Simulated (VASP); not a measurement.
# TiW14 (a cell with a defect) in VASP: further runs

TiW14 (a cell with a defect) is run at these levels: PBE; tasks: single point.

Program: VASP 6.6.1. These are calculated values, not measurements. Logs are shortened: lines on timing, memory, paths and dates and some standing lists are left out, and cuts for length are marked.

## 1. The cell of the first run

The cell holds a defect, 15 atoms: a = 6.320 Å, b = 6.320 Å, c = 6.320 Å, α = 90.00°, β = 90.00°, γ = 90.00°.

## 2. Single point, PBE

INCAR reads:

```
PREC     = Accurate       # precision mode
ENCUT    = 520            # plane-wave cutoff, eV
EDIFF    = 1E-7           # SCF threshold, eV
ISMEAR   = 0              # smearing method
SIGMA    = 0.1            # smearing width, eV
LREAL    = Auto         
LASPH    = T              # aspherical terms in the spheres
NELM     = 80             # most SCF steps
ALGO     = Normal         # electronic algorithm
ISIF     = 2              # what is computed and relaxed
LWAVE    = F              # write WAVECAR
LCHARG   = F              # write CHGCAR
GGA      = PE             # functional
NBANDS   = 117            # bands
```

KPOINTS reads:

```
Automatic mesh
0
Gamma
  3 3 3
```

POSCAR reads:

```
TiW14
1.0
    6.3200000000      0.0000000000      0.0000000000
    0.0000000000      6.3200000000      0.0000000000
    0.0000000000      0.0000000000      6.3200000000
Ti W
1 14
Direct
    0.2423466774      0.2423466774      0.2423466774
    0.5037299437     -0.0018434693     -0.0018434693
   -0.0018434693      0.5037299437     -0.0018434693
   -0.0018434693     -0.0018434693      0.5037299437
    0.4992387645      0.4992387645      0.0007290018
    0.4992387645      0.0007290018      0.4992387645
    0.7512343656      0.2493267987      0.2493267987
    0.0007290018      0.4992387645      0.4992387645
    0.2493267987      0.7512343656      0.2493267987
    0.2493267987      0.2493267987      0.7512343656
    0.5017850714      0.5017850714      0.5017850714
    0.7552942716      0.7552942716      0.2455640642
    0.7552942716      0.2455640642      0.7552942716
    0.2455640642      0.7552942716      0.7552942716
    0.7505781448      0.7505781448      0.7505781448
```

Potentials or basis: VASP PAW PBE potentials, release 64 (Ti_sv, W_sv).

Command:

```
> cat potpaw_PBE.64/Ti_sv/POTCAR potpaw_PBE.64/W_sv/POTCAR > POTCAR
> mpirun -np 1 vasp_std > vasp.out
```

OUTCAR:

```text
PREC = Accurate
   ENCUT = 520
   EDIFF = 1E-7
   ISMEAR = 0
   LREAL = Auto
   LASPH = T
   NELM = 80
   ISIF = 2
   GGA = PE

 ion  position               nearest neighbor table
   1  0.242  0.242  0.242-   2 2.74   3 2.74   4 2.74   5 2.76   6 2.76   8 2.76  11 2.84   9 3.10
                            10 3.10   7 3.10
   2  0.504  0.998  0.998-  12 2.71  13 2.71  15 2.71  14 2.72   7 2.74   1 2.74   9 2.75  10 2.75
                             6 3.15   5 3.15   5 3.17   6 3.17
   3  0.998  0.504  0.998-  12 2.71  14 2.71  15 2.71  13 2.72   9 2.74   1 2.74   7 2.75  10 2.75
                             5 3.15   8 3.15   5 3.17   8 3.17
   4  0.998  0.998  0.504-  13 2.71  14 2.71  15 2.71  12 2.72  10 2.74   1 2.74   9 2.75   7 2.75
                             6 3.15   8 3.15   6 3.17   8 3.17
   5  0.499  0.499  0.001-  10 2.73   9 2.74   7 2.74  15 2.75  14 2.76  13 2.76   1 2.76  12 2.76
                             3 3.15   2 3.15  11 3.15  11 3.17   2 3.17   3 3.17
   6  0.499  0.001  0.499-   9 2.73   7 2.74  10 2.74  15 2.75  14 2.76  12 2.76   1 2.76  13 2.76
                             4 3.15   2 3.15  11 3.15  11 3.17   2 3.17   4 3.17
   7  0.751  0.249  0.249-   8 2.73   2 2.74   6 2.74   5 2.74   4 2.75   3 2.75  11 2.75   1 3.10
                            12 3.12  13 3.12  12 3.20  13 3.20
   8  0.001  0.499  0.499-   7 2.73   9 2.74  10 2.74  15 2.75  13 2.76  12 2.76   1 2.76  14 2.76
                             4 3.15   3 3.15  11 3.15  11 3.17   3 3.17   4 3.17
   9  0.249  0.751  0.249-   6 2.73   3 2.74   5 2.74   8 2.74   4 2.75   2 2.75  11 2.75   1 3.10
                            12 3.12  14 3.12  12 3.20  14 3.20
  10  0.249  0.249  0.751-   5 2.73   4 2.74   6 2.74   8 2.74   2 2.75   3 2.75  11 2.75   1 3.10
                            13 3.12  14 3.12  13 3.20  14 3.20
  11  0.502  0.502  0.502-  15 2.72   9 2.75  10 2.75   7 2.75  13 2.78  14 2.78  12 2.78   1 2.84
                             5 3.15   6 3.15   8 3.15   5 3.17   6 3.17   8 3.17
  12  0.755  0.755  0.246-   2 2.71   3 2.71   4 2.72   6 2.76   8 2.76   5 2.76  11 2.78   9 3.12
                             7 3.12  15 3.13  15 3.19   7 3.20   9 3.20
  13  0.755  0.246  0.755-   2 2.71   4 2.71   3 2.72   5 2.76   8 2.76   6 2.76  11 2.78  10 3.12
                             7 3.12  15 3.13  15 3.19   7 3.20  10 3.20
  14  0.246  0.755  0.755-   3 2.71   4 2.71   2 2.72   5 2.76   6 2.76   8 2.76  11 2.78  10 3.12
                             9 3.12  15 3.13  15 3.19   9 3.20  10 3.20
  15  0.751  0.751  0.751-   2 2.71   3 2.71   4 2.71  11 2.72   6 2.75   8 2.75   5 2.75  12 3.13
                            13 3.13  14 3.13  12 3.19  13 3.19  14 3.19

  LATTYP: Found a simple cubic cell.
 ALAT       =     6.3200000000

  Lattice vectors:

 A1 = (   6.3200000000,   0.0000000000,   0.0000000000)
 A2 = (   0.0000000000,   6.3200000000,   0.0000000000)
 A3 = (   0.0000000000,   0.0000000000,   6.3200000000)
[... 156 lines left out ...]
  Fermi-wavevector in a.u.,A,eV,Ry     =   1.534778  2.900310 32.049110  2.355543
  Thomas-Fermi vector in A             =   2.641658
   LORBIT       =      0    0 simple, 1 ext, 2 COOP (PROOUT), +10 PAW based schemes
   GGA     = PE    functional components
   LHFCALC =     F    Hartree Fock is set to
   AEXX    =    0.0000 exact exchange contribution
   IVDW    =     0    specifies the selected vdW correction
   LEPSILON=     F    determine dielectric tensor
   LRPA    =     F    only Hartree local field effects (RPA)
 non-spin polarized calculation
 Gauss-broadening in eV      SIGMA  =   0.10
  energy-cutoff  :      520.00
  volume of cell :      252.44
 maximum number of plane-waves:      6859
   NGX = 23   NGY = 23   NGZ = 23

 number of electron     208.0000009 magnetization

 Free energy of the ion-electron system (eV)
  ---------------------------------------------------
  ext. energy  EPLUGINS =         0.00000000
  ---------------------------------------------------
  free energy    TOTEN  =      -186.33440771 eV

  energy without entropy =     -186.27416575  energy(sigma->0) =     -186.30428673

 E-fermi :  10.0889     XC(G=0): -13.1154

 val. band max:       10.0705560948   @ k =   0.0000   0.0000   0.0000
 cond. band min:      10.1097156422   @ k =  -0.3333   0.3333   0.0000
 fundamental gap:      0.0391595474
 Fermi energy:        10.0889327923

 k-point     1 :       0.0000    0.0000    0.0000
  band No.  band energies     occupation
      1     -63.7769      2.00000
      2     -63.7256      2.00000
      3     -63.7232      2.00000
      4     -63.7232      2.00000
      5     -63.6913      2.00000
      6     -63.6831      2.00000
[... 703 lines left out ...]
    115      12.1806      0.00000
    116      12.5230      0.00000
 [bands above 116 left out]

------------------------ aborting loop because EDIFF is reached ----------------------------------------

  FORCE on cell =-STRESS in cart. coord.  units (eV):
  Direction    XX          YY          ZZ          XY          YZ          ZX
  --------------------------------------------------------------------------------------
  -------------------------------------------------------------------------------------
  Total       -0.0677867     -0.0677867     -0.0677867     -0.5871605     -0.5871605     -0.5871605
  in kB       -0.4302334     -0.4302334     -0.4302334     -3.7266289     -3.7266289     -3.7266289
  external PRESSURE =      -0.4302334 kB  Pullay stress =       0.0000000 kB

 VOLUME and BASIS-vectors are now :
 -----------------------------------------------------------------------------
  energy-cutoff  :      520.00
  volume of cell :      252.44
      direct lattice vectors                 reciprocal lattice vectors
     6.320000000  0.000000000  0.000000000     0.158227848  0.000000000  0.000000000
     0.000000000  6.320000000  0.000000000     0.000000000  0.158227848  0.000000000
     0.000000000  0.000000000  6.320000000     0.000000000  0.000000000  0.158227848

 POSITION                                       TOTAL-FORCE (eV/Angst)
 -----------------------------------------------------------------------------------
      1.53163      1.53163      1.53163        -0.009721     -0.009721     -0.009721
      3.18357      6.30835      6.30835        -0.022834      0.012797      0.012797
      6.30835      3.18357      6.30835         0.012797     -0.022834      0.012797
      6.30835      6.30835      3.18357         0.012797      0.012797     -0.022834
      3.15519      3.15519      0.00461        -0.001892     -0.001892     -0.001134
      3.15519      0.00461      3.15519        -0.001892     -0.001134     -0.001892
      4.74780      1.57575      1.57575         0.008947     -0.004060     -0.004060
      0.00461      3.15519      3.15519        -0.001134     -0.001892     -0.001892
      1.57575      4.74780      1.57575        -0.004060      0.008947     -0.004060
      1.57575      1.57575      4.74780        -0.004060     -0.004060      0.008947
      3.17128      3.17128      3.17128         0.000114      0.000114      0.000114
      4.77346      4.77346      1.55196         0.007429      0.007429     -0.005675
      4.77346      1.55196      4.77346         0.007429     -0.005675      0.007429
      1.55196      4.77346      4.77346        -0.005675      0.007429      0.007429
      4.74365      4.74365      4.74365         0.001755      0.001755      0.001755
 -----------------------------------------------------------------------------------
    total drift:                                0.002145      0.002145      0.002145

  FREE ENERGIE OF THE ION-ELECTRON SYSTEM (eV)
  ---------------------------------------------------
  free  energy   TOTEN  =      -186.3344077094 eV

  energy  without entropy=     -186.2741657505  energy(sigma->0) =     -186.30428673
```

OSZICAR:

```text
N       E                     dE             d eps       ncg     rms          rms(c)
DAV:   1     0.323956285086E+04    0.32396E+04   -0.11918E+05  1428   0.212E+03
[... 13 lines left out ...]
DAV:  15    -0.186334574179E+03   -0.32462E-04   -0.38006E-03  1803   0.177E-01    0.103E-01
DAV:  16    -0.186334492816E+03    0.81363E-04   -0.21673E-04  1696   0.520E-02    0.747E-02
DAV:  17    -0.186334410244E+03    0.82572E-04   -0.26999E-04  1811   0.485E-02    0.179E-02
DAV:  18    -0.186334407574E+03    0.26694E-05   -0.32878E-05  1848   0.144E-02    0.363E-03
DAV:  19    -0.186334407243E+03    0.33157E-06   -0.16302E-06  1640   0.500E-03    0.208E-03
DAV:  20    -0.186334407620E+03   -0.37761E-06   -0.20214E-07  1200   0.200E-03    0.102E-03
DAV:  21    -0.186334407709E+03   -0.89167E-07   -0.32980E-08   872   0.927E-04
   1 F= -.18633441E+03 E0= -.18630429E+03  d E =-.602420E-01
```

It took 6 min on 1 thread of Intel Xeon Platinum 8488C (Sapphire Rapids), shared host; peak memory 0.39 GiB.

Results:

* Free energy: -186.3344 eV
* Pressure: 0.0 GPa
* Largest force: 0.029 eV/Å
* Band gap on the k mesh: zero (bands 104 and 105 overlap by 0.91 eV)

Forces on the atoms (eV/Å):
```
Ti  -0.010 -0.010 -0.010
W   -0.023  0.013  0.013
W    0.013 -0.023  0.013
W    0.013  0.013 -0.023
W   -0.002 -0.002 -0.001
W   -0.002 -0.001 -0.002
W    0.009 -0.004 -0.004
W   -0.001 -0.002 -0.002
W   -0.004  0.009 -0.004
W   -0.004 -0.004  0.009
W    0.000  0.000  0.000
W    0.007  0.007 -0.006
W    0.007 -0.006  0.007
W   -0.006  0.007  0.007
W    0.002  0.002  0.002
```

Stress tensor (GPa, compression positive):
```
-0.04 -0.37 -0.37
-0.37 -0.04 -0.37
-0.37 -0.37 -0.04
```

Caveat: spin-orbit coupling is left out, which moves the levels of the heavy elements.

## 3. Single point, PBE

INCAR reads:

```
ALGO = Normal
EDIFF = 1E-7
ENCUT = 520
GGA = PE
ISIF = 2
ISMEAR = 0
LASPH = True
LCHARG = False
LREAL = Auto
LWAVE = False
NBANDS = 117
NELM = 80
PREC = Accurate
SIGMA = 0.1
```

KPOINTS reads:

```
k-points
0
Gamma
  3 3 3
```

POSCAR reads:

```
TiW14
1.0
    6.3200000000      0.0000000000      0.0000000000
    0.0000000000      6.3200000000      0.0000000000
    0.0000000000      0.0000000000      6.3200000000
Ti W
1 14
Direct
    0.2423466772      0.2423466772      0.2423466772
    0.5037299051     -0.0018435127     -0.0018435127
   -0.0018435127      0.5037299051     -0.0018435127
   -0.0018435127     -0.0018435127      0.5037299051
    0.4992387658      0.4992387658      0.0007289557
    0.4992387658      0.0007289557      0.4992387658
    0.7512343354      0.2493267405      0.2493267405
    0.0007289557      0.4992387658      0.4992387658
    0.2493267405      0.7512343354      0.2493267405
    0.2493267405      0.2493267405      0.7512343354
    0.5017851266      0.5017851266      0.5017851266
    0.7552943038      0.7552943038      0.2455640823
    0.7552943038      0.2455640823      0.7552943038
    0.2455640823      0.7552943038      0.7552943038
    0.7505781646      0.7505781646      0.7505781646
```

Potentials or basis: VASP PAW PBE potentials, release 64 (Ti_sv, W_sv).

Command:

```
> cat potpaw_PBE.64/Ti_sv/POTCAR potpaw_PBE.64/W_sv/POTCAR > POTCAR
> mpirun -np 1 vasp_std > vasp.out
```

OUTCAR:

```text
EDIFF = 1E-7
   ENCUT = 520
   GGA = PE
   ISIF = 2
   ISMEAR = 0
   LASPH = True
   LREAL = Auto
   NELM = 80
   PREC = Accurate

 ion  position               nearest neighbor table
   1  0.242  0.242  0.242-   2 2.74   3 2.74   4 2.74   5 2.76   6 2.76   8 2.76  11 2.84   9 3.10
                            10 3.10   7 3.10
   2  0.504  0.998  0.998-  12 2.71  13 2.71  15 2.71  14 2.72   7 2.74   1 2.74   9 2.75  10 2.75
                             5 3.15   6 3.15   5 3.17   6 3.17
   3  0.998  0.504  0.998-  12 2.71  14 2.71  15 2.71  13 2.72   9 2.74   1 2.74   7 2.75  10 2.75
                             5 3.15   8 3.15   5 3.17   8 3.17
   4  0.998  0.998  0.504-  13 2.71  14 2.71  15 2.71  12 2.72  10 2.74   1 2.74   9 2.75   7 2.75
                             6 3.15   8 3.15   6 3.17   8 3.17
   5  0.499  0.499  0.001-  10 2.73   9 2.74   7 2.74  15 2.75  14 2.76  13 2.76   1 2.76  12 2.76
                             3 3.15   2 3.15  11 3.15  11 3.17   2 3.17   3 3.17
   6  0.499  0.001  0.499-   9 2.73   7 2.74  10 2.74  15 2.75  14 2.76  12 2.76   1 2.76  13 2.76
[... 936 lines left out ...]
  --------------------------------------------------------------------------------------
  -------------------------------------------------------------------------------------
  Total       -0.0677915     -0.0677915     -0.0677915     -0.5871570     -0.5871570     -0.5871570
  in kB       -0.4302638     -0.4302638     -0.4302638     -3.7266068     -3.7266068     -3.7266068
  external PRESSURE =      -0.4302638 kB  Pullay stress =       0.0000000 kB

 VOLUME and BASIS-vectors are now :
 -----------------------------------------------------------------------------
  energy-cutoff  :      520.00
  volume of cell :      252.44
      direct lattice vectors                 reciprocal lattice vectors
     6.320000000  0.000000000  0.000000000     0.158227848  0.000000000  0.000000000
     0.000000000  6.320000000  0.000000000     0.000000000  0.158227848  0.000000000
     0.000000000  0.000000000  6.320000000     0.000000000  0.000000000  0.158227848

 POSITION                                       TOTAL-FORCE (eV/Angst)
 -----------------------------------------------------------------------------------
      1.53163      1.53163      1.53163        -0.009720     -0.009720     -0.009720
      3.18357      6.30835      6.30835        -0.022833      0.012802      0.012802
      6.30835      3.18357      6.30835         0.012802     -0.022833      0.012802
      6.30835      6.30835      3.18357         0.012802      0.012802     -0.022833
      3.15519      3.15519      0.00461        -0.001895     -0.001895     -0.001127
      3.15519      0.00461      3.15519        -0.001895     -0.001127     -0.001895
      4.74780      1.57574      1.57574         0.008947     -0.004055     -0.004055
      0.00461      3.15519      3.15519        -0.001127     -0.001895     -0.001895
      1.57574      4.74780      1.57574        -0.004055      0.008947     -0.004055
      1.57574      1.57574      4.74780        -0.004055     -0.004055      0.008947
      3.17128      3.17128      3.17128         0.000107      0.000107      0.000107
      4.77346      4.77346      1.55197         0.007423      0.007423     -0.005677
      4.77346      1.55197      4.77346         0.007423     -0.005677      0.007423
      1.55197      4.77346      4.77346        -0.005677      0.007423      0.007423
      4.74365      4.74365      4.74365         0.001754      0.001754      0.001754
 -----------------------------------------------------------------------------------
    total drift:                                0.002144      0.002144      0.002144

  FREE ENERGIE OF THE ION-ELECTRON SYSTEM (eV)
  ---------------------------------------------------
  free  energy   TOTEN  =      -186.3344077170 eV

  energy  without entropy=     -186.2741657094  energy(sigma->0) =     -186.30428671
```

OSZICAR:

```text
N       E                     dE             d eps       ncg     rms          rms(c)
DAV:   1     0.323956282981E+04    0.32396E+04   -0.11918E+05  1428   0.212E+03
[... 13 lines left out ...]
DAV:  15    -0.186334574188E+03   -0.32458E-04   -0.38006E-03  1803   0.177E-01    0.103E-01
DAV:  16    -0.186334492822E+03    0.81365E-04   -0.21673E-04  1696   0.520E-02    0.747E-02
DAV:  17    -0.186334410250E+03    0.82572E-04   -0.26999E-04  1811   0.485E-02    0.179E-02
DAV:  18    -0.186334407582E+03    0.26689E-05   -0.32878E-05  1848   0.144E-02    0.363E-03
DAV:  19    -0.186334407250E+03    0.33157E-06   -0.16302E-06  1640   0.500E-03    0.208E-03
DAV:  20    -0.186334407628E+03   -0.37776E-06   -0.20215E-07  1200   0.200E-03    0.102E-03
DAV:  21    -0.186334407717E+03   -0.89265E-07   -0.33028E-08   872   0.927E-04
   1 F= -.18633441E+03 E0= -.18630429E+03  d E =-.602420E-01
```

stdout:

```text
POSCAR found type information on POSCAR TiW
 POSCAR found :  2 types and      15 ions
 scaLAPACK will be used
 LDA part: xc-table for (Slater+PW92), standard interpolation
 POSCAR, INCAR and KPOINTS ok, starting setup
 FFT: planning ... GRIDC
 FFT: planning ... GRID_SOFT
 FFT: planning ... GRID
 WAVECAR not read
 entering main loop
```

It took 5.3 min on 1 thread of Intel Xeon Platinum 8488C (Sapphire Rapids), shared host; peak memory 0.38 GiB.

Results:

| Quantity | Value |
| --- | --- |
| Free energy | -186.3344 eV |
| Pressure | 0.0 GPa |
| Largest force | 0.029 eV/Å |
| Band gap on the k mesh | zero (bands 104 and 105 overlap by 0.91 eV) |

Forces in eV/Å, atoms in the order of the input:
```
Ti  -0.010 -0.010 -0.010
W   -0.023  0.013  0.013
W    0.013 -0.023  0.013
W    0.013  0.013 -0.023
W   -0.002 -0.002 -0.001
W   -0.002 -0.001 -0.002
W    0.009 -0.004 -0.004
W   -0.001 -0.002 -0.002
W   -0.004  0.009 -0.004
W   -0.004 -0.004  0.009
W    0.000  0.000  0.000
W    0.007  0.007 -0.006
W    0.007 -0.006  0.007
W   -0.006  0.007  0.007
W    0.002  0.002  0.002
```

Levels at points of the mesh, in eV from the Fermi level:
```
           k point  band 101  band 102  band 103  band 104  band 105  band 106  band 107  band 108
(0.00, 0.00, 0.00)     -0.02     -0.02      0.29      0.29      0.35      1.12      1.12      1.18
```

Caveat: spin-orbit coupling is left out, which moves the levels of the heavy elements.

[end of part 1 of 2]
